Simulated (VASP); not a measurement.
# NbAs (F-43m) in VASP: further runs, part 2 of 2

VASP 6.6.1. Earlier steps stand in the parts before.

### Step 4. Single point, r2SCAN

This run uses another cell than the first one, of 25.05 Å³/atom.

File POSCAR:

```
NbAs
1.0
    0.0000000000      2.9260237293      2.9260237293
    2.9260237293      0.0000000000      2.9260237293
    2.9260237293      2.9260237293      0.0000000000
Nb As
1 1
Direct
    0.0000000000      0.0000000000      0.0000000000
    0.2500000000      0.2500000000      0.2500000000
```

File INCAR.step1:

```
  ALGO = Normal
  EDIFF = 1E-4
  ENCUT = 520
  GGA = PE
  ISMEAR = 0
  LASPH = T
  LCHARG = F
  LREAL = F
  LWAVE = T
  NBANDS = 16
  NELM = 60
  PREC = Accurate
  SIGMA = 0.1
```

File INCAR.step2:

```
  ALGO = Normal
  EDIFF = 1E-7
  ENCUT = 520
  ISIF = 2
  ISMEAR = 0
  ISTART = 1
  LASPH = T
  LCHARG = T
  LELF = T
  LMIXTAU = T
  LREAL = F
  LVHAR = T
  LWAVE = F
  METAGGA = R2SCAN
  NBANDS = 16
  NELM = 60
  PREC = Accurate
  SIGMA = 0.1
```

File KPOINTS:

```
k-points
0
Gamma
  12 12 12
```

Potentials or basis: VASP PAW PBE potentials, release 64 (Nb_sv, As).

The run is started by

```bash
cat potpaw_PBE.64/Nb_sv/POTCAR potpaw_PBE.64/As/POTCAR > POTCAR
cp INCAR.step1 INCAR
mpirun -np 1 vasp_std > vasp.out
cp INCAR.step2 INCAR
mpirun -np 1 vasp_std > vasp.out
```

OUTCAR:

```text
EDIFF = 1E-7
   ENCUT = 520
   ISIF = 2
   ISMEAR = 0
   ISTART = 1
   LASPH = T
   LREAL = F
   METAGGA = R2SCAN
   NELM = 60
   PREC = Accurate

 ion  position               nearest neighbor table
   1  0.000  0.000  0.000-   2 2.53   2 2.53   2 2.53   2 2.53
   2  0.250  0.250  0.250-   1 2.53   1 2.53   1 2.53   1 2.53

  LATTYP: Found a face centered cubic cell.
 ALAT       =     5.8520474586

  Lattice vectors:

 A1 = (   0.0000000000,   2.9260237293,   2.9260237293)
 A2 = (   2.9260237293,   0.0000000000,   2.9260237293)
 A3 = (   2.9260237293,   2.9260237293,   0.0000000000)

Analysis of symmetry for initial positions (statically):
=====================================================================
 Subroutine PRICEL returns:
 Original cell was already a primitive cell.

 Routine SETGRP: Setting up the symmetry group for a
 face centered cubic supercell.

 Subroutine GETGRP returns: Found 24 space group operations
 (whereof 24 operations were pure point group operations)
 out of a pool of 48 trial point group operations.

The static configuration has the point symmetry T_d .

Analysis of symmetry for dynamics (positions and initial velocities):
=====================================================================
 Subroutine PRICEL returns:
 Original cell was already a primitive cell.

 Routine SETGRP: Setting up the symmetry group for a
 face centered cubic supercell.

 Subroutine GETGRP returns: Found 24 space group operations
 (whereof 24 operations were pure point group operations)
 out of a pool of 48 trial point group operations.

The dynamic configuration has the point symmetry T_d .

 Subroutine INISYM returns: Found 24 space group operations
 (whereof 24 operations are pure point group operations),
 and found     1 'primitive' translations

----------------------------------------------------------------------------------------

                                     Primitive cell

[... 104 lines left out ...]
   EFERMI =   0.00;   METHOD = LEGACY
   ISMEAR =     0;   SIGMA  =   0.10  broadening in eV -4-tet -1-fermi 0-gaus
   EFERMI_NEDOS =   21; number of points for ismear=-14 and -15
   IALGO  =     38    algorithm
   IMIX   =      4    mixing-type and parameters
     AMIX     =   0.40;   BMIX     =  1.00
     AMIX_MAG =   1.60;   BMIX_MAG =  1.00
  volume/ion in A,a.u.               =      25.05       169.06
  Fermi-wavevector in a.u.,A,eV,Ry     =   1.163799  2.199260 18.428100  1.354427
  Thomas-Fermi vector in A             =   2.300344
   LORBIT       =      0    0 simple, 1 ext, 2 COOP (PROOUT), +10 PAW based schemes
   METAGGA = R2SCAN    functional components
   LHFCALC =     F    Hartree Fock is set to
   AEXX    =    0.0000 exact exchange contribution
   IVDW    =     0    specifies the selected vdW correction
   LEPSILON=     F    determine dielectric tensor
   LRPA    =     F    only Hartree local field effects (RPA)
 non-spin polarized calculation
 Gauss-broadening in eV      SIGMA  =   0.10
  energy-cutoff  :      520.00
  volume of cell :       50.10
 maximum number of plane-waves:      1369
   NGX = 15   NGY = 15   NGZ = 15

 number of electron      18.0000001 magnetization

 Free energy of the ion-electron system (eV)
  ---------------------------------------------------
  ext. energy  EPLUGINS =         0.00000000
  ---------------------------------------------------
  free energy    TOTEN  =       -39.18021673 eV

  energy without entropy =      -39.16547790  energy(sigma->0) =      -39.17284731

 E-fermi :   5.7144     XC(G=0): -10.3869

 val. band max:        5.7136842234   @ k =  -0.4167   0.1667   0.0833
 cond. band min:       5.7350317242   @ k =  -0.3333   0.4167   0.1667
 fundamental gap:      0.0213475008
 Fermi energy:         5.7143703404

 k-point     1 :       0.0000    0.0000    0.0000
  band No.  band energies     occupation
      1     -51.7405      2.00000
      2     -27.0939      2.00000
      3     -27.0939      2.00000
      4     -27.0939      2.00000
      5      -6.5875      2.00000
      6       1.9846      2.00000
[... 433 lines left out ...]
      3     -27.1149      2.00000
      4     -27.1064      2.00000
      5      -5.6506      2.00000
      6       1.4980      2.00000
[... 8 lines left out ...]
     15      14.3087      0.00000
     16      15.2775      0.00000

 [... further k-points ...]
[... 5 lines left out ...]
  --------------------------------------------------------------------------------------
  -------------------------------------------------------------------------------------
  Total       -0.9837668     -0.9837668     -0.9837668     -0.0000000      0.0000000      0.0000000
  in kB      -31.4585860    -31.4585860    -31.4585860     -0.0000000      0.0000000      0.0000000
  external PRESSURE =     -31.4585860 kB  Pullay stress =       0.0000000 kB

 VOLUME and BASIS-vectors are now :
 -----------------------------------------------------------------------------
  energy-cutoff  :      520.00
  volume of cell :       50.10
      direct lattice vectors                 reciprocal lattice vectors
     0.000000000  2.926023729  2.926023729    -0.170880364  0.170880364  0.170880364
     2.926023729  0.000000000  2.926023729     0.170880364 -0.170880364  0.170880364
     2.926023729  2.926023729  0.000000000     0.170880364  0.170880364 -0.170880364

 POSITION                                       TOTAL-FORCE (eV/Angst)
 -----------------------------------------------------------------------------------
      0.00000      0.00000      0.00000         0.000000      0.000000      0.000000
      1.46301      1.46301      1.46301        -0.000000     -0.000000     -0.000000
 -----------------------------------------------------------------------------------
    total drift:                                0.000000      0.000000      0.000000

  FREE ENERGIE OF THE ION-ELECTRON SYSTEM (eV)
  ---------------------------------------------------
  free  energy   TOTEN  =       -39.1802167268 eV

  energy  without entropy=      -39.1654779028  energy(sigma->0) =      -39.17284731
```

OSZICAR.step1:

```text
N       E                     dE             d eps       ncg     rms          rms(c)
DAV:   1     0.135463733773E+03    0.13546E+03   -0.89553E+03  2304   0.104E+03
DAV:   2    -0.799164876451E+01   -0.14346E+03   -0.13824E+03  2888   0.331E+02
DAV:   3    -0.151796209970E+02   -0.71880E+01   -0.70605E+01  3712   0.613E+01
DAV:   4    -0.154370846381E+02   -0.25746E+00   -0.25690E+00  3112   0.112E+01
DAV:   5    -0.154471372506E+02   -0.10053E-01   -0.10051E-01  3768   0.202E+00    0.665E+00
DAV:   6    -0.142850441881E+02    0.11621E+01   -0.35573E+00  3656   0.150E+01    0.213E+00
DAV:   7    -0.142913222213E+02   -0.62780E-02   -0.15668E-01  2904   0.347E+00    0.136E+00
DAV:   8    -0.142935948057E+02   -0.22726E-02   -0.21178E-02  3512   0.131E+00    0.193E-01
DAV:   9    -0.142935239342E+02    0.70871E-04   -0.20540E-03  3416   0.347E-01    0.106E-01
DAV:  10    -0.142935801893E+02   -0.56255E-04   -0.10232E-04  2600   0.939E-02
   1 F= -.14293580E+02 E0= -.14286240E+02  d E =-.146802E-01
```

It took 2.3 min on 1 thread of AMD EPYC 9R45 (Zen 5), shared host; peak memory 0.19 GiB.

Results:

```yaml
Free_energy: -39.1802 eV
Pressure: -3.1 GPa
Band_gap_on_the_k_mesh: zero (bands 9 and 10 overlap by 0.48 eV)
```

Caveat: the cell stands under tension; the PAW data sets were made with another functional, which shifts forces and pressure a little.

### Step 5. Single point, r2SCAN

This run uses another cell than the first one, of 29.56 Å³/atom.

File POSCAR:

```
NbAs
1.0
    0.0000000000      3.0919930775      3.0919930775
    3.0919930775      0.0000000000      3.0919930775
    3.0919930775      3.0919930775      0.0000000000
Nb As
1 1
Direct
    0.0000000000      0.0000000000      0.0000000000
    0.2500000000      0.2500000000      0.2500000000
```

File INCAR.step1:

```
SYSTEM = NbAs
PREC     = Accurate       ! precision mode
ENCUT    = 520            ! plane-wave cutoff, eV
ISMEAR   = 0              ! smearing method
SIGMA    = 0.1            ! smearing width, eV
LREAL    = .False.        ! projectors in reciprocal space
LASPH    = .True.         ! aspherical terms in the spheres
NELM     = 80             ! most SCF steps
NBANDS   = 16             ! bands
GGA      = PE             ! functional
ALGO     = Normal         ! electronic algorithm
EDIFF    = 1E-4           ! SCF threshold, eV
LWAVE    = .True.         ! write WAVECAR
LCHARG   = .False.        ! write CHGCAR
```

File INCAR.step2:

```
SYSTEM = NbAs
PREC     = Accurate       ! precision mode
ENCUT    = 520            ! plane-wave cutoff, eV
EDIFF    = 1E-6           ! SCF threshold, eV
ISMEAR   = 0              ! smearing method
SIGMA    = 0.1            ! smearing width, eV
LREAL    = .False.        ! projectors in reciprocal space
LASPH    = .True.         ! aspherical terms in the spheres
NELM     = 80             ! most SCF steps
ALGO     = Normal         ! electronic algorithm
ISIF     = 2              ! what is computed and relaxed
LWAVE    = .False.        ! write WAVECAR
LCHARG   = .True.         ! write CHGCAR
METAGGA  = R2SCAN         ! meta-GGA
LMIXTAU  = .True.       
LELF     = .True.         ! ELF
LVHAR    = .True.       
NBANDS   = 16             ! bands
ISTART   = 1
```

File KPOINTS:

```
regular mesh
0
Gamma
  12 12 12
  0 0 0
```

The run is started by

```bash
cat potpaw_PBE.64/Nb_sv/POTCAR potpaw_PBE.64/As/POTCAR > POTCAR
cp INCAR.step1 INCAR
mpirun -np 1 vasp_std > vasp.out
cp INCAR.step2 INCAR
mpirun -np 1 vasp_std > vasp.out
```

Run time: 3.3 min. Hardware: 1 thread of AMD EPYC 9R45 (Zen 5), shared host; peak memory 0.23 GiB.

Results (log left out):

* Free energy: -38.6782 eV
* Pressure: -13.1 GPa
* Band gap on the k mesh: zero (bands 9 and 10 overlap by 0.41 eV)

Levels at points of the mesh, in eV from the Fermi level:
```csv
k point,band 5,band 6,band 7,band 8,band 9,band 10,band 11,band 12,band 13,band 14
"(0.00, 0.00, 0.00)",-11.67,-3.24,-3.24,-3.24,0.06,0.06,1.95,4.55,4.55,4.55
"(0.50, 0.00, 0.00)",-11.05,-3.94,-2.90,-2.90,0.31,0.31,0.41,2.69,2.69,4.15
"(0.50, 0.50, 0.00)",-10.85,-4.27,-2.26,-2.26,-0.71,0.59,0.66,1.12,1.12,5.56
```

Caveat: the cell stands under tension; the PAW data sets were made with another functional, which shifts forces and pressure a little.

### Step 6. The runs side by side

| spin | cell | k mesh | gap on the mesh (eV) | pressure (GPa) |
| --- | --- | --- | --- | --- |
| collinear | a = 4.129 Å, angles 60.0°, 2 atoms | 6 × 6 × 6 | none | 0.0 |
| off | a = 4.025 Å, angles 60.0°, 2 atoms | 12 × 12 × 12 | none | 5.5 |
| off | a = 4.138 Å, angles 60.0°, 2 atoms | 12 × 12 × 12 | none | -3.1 |
| off | a = 4.373 Å, angles 60.0°, 2 atoms | 12 × 12 × 12 | none | -13.1 |

Alike in all rows: task single point; level r2SCAN; potentials or basis VASP PAW PBE potentials, release 64 (Nb_sv, As); cutoff (eV) 520; smearing gaussian 0.1 eV.

Caveats: the PAW data sets were made with another functional, which shifts forces and pressure a little; the cell stands under tension (at least some runs); the cell stands under pressure (at least some runs).

Total energies depend on the potentials used, so only differences within one code and one set of settings carry meaning.
